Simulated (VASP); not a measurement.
Input of a VASP 6.6.1 run:

Contents of INCAR:

```
PREC     = Accurate       # precision mode
ENCUT    = 520            # plane-wave cutoff, eV
EDIFF    = 1E-7           # SCF threshold, eV
ISMEAR   = 0              # smearing method
SIGMA    = 0.05           # smearing width, eV
LREAL    = False          # projectors in reciprocal space
LASPH    = True           # aspherical terms in the spheres
NELM     = 100            # most SCF steps
ALGO     = Normal         # electronic algorithm
ISIF     = 2              # what is computed and relaxed
LWAVE    = False          # write WAVECAR
LCHARG   = False          # write CHGCAR
GGA      = PS             # functional
NBANDS   = 16             # bands
```

The input KPOINTS:

```
regular mesh
0
Gamma
  12 12 4
```

Contents of POSCAR:

```
BN
1.0
    2.4413919117      0.0000000000      0.0000000000
   -1.2206959559      2.1143074161      0.0000000000
    0.0000000000      0.0000000000      6.6612000000
B N
2 2
Direct
    0.3333333333      0.6666666667      0.2500000000
    0.6666666667      0.3333333333      0.7500000000
    0.3333333333      0.6666666667      0.7500000000
    0.6666666667      0.3333333333      0.2500000000
```

Potentials or basis: VASP PAW PBE potentials, release 64 (B, N).

Command:

```bash
$ cat potpaw_PBE.64/B/POTCAR potpaw_PBE.64/N/POTCAR > POTCAR
$ mpirun -np 1 vasp_std > vasp.out
```

(1) What does it give for the pressure?

(2) What does it give for the band gap on the k mesh?

Answers

(1) 21.1 GPa.

(2) 4.29 eV, indirect (least direct gap 4.77 eV).

Caveat: the cell differs from its parent crystal (strain -0.025 along x and y, +0.000 along z); the PAW data sets were made with another functional, which shifts forces and pressure a little; this functional lacks dispersion, which binds the layers, so the pressure and a relaxed spacing across them are unreliable.
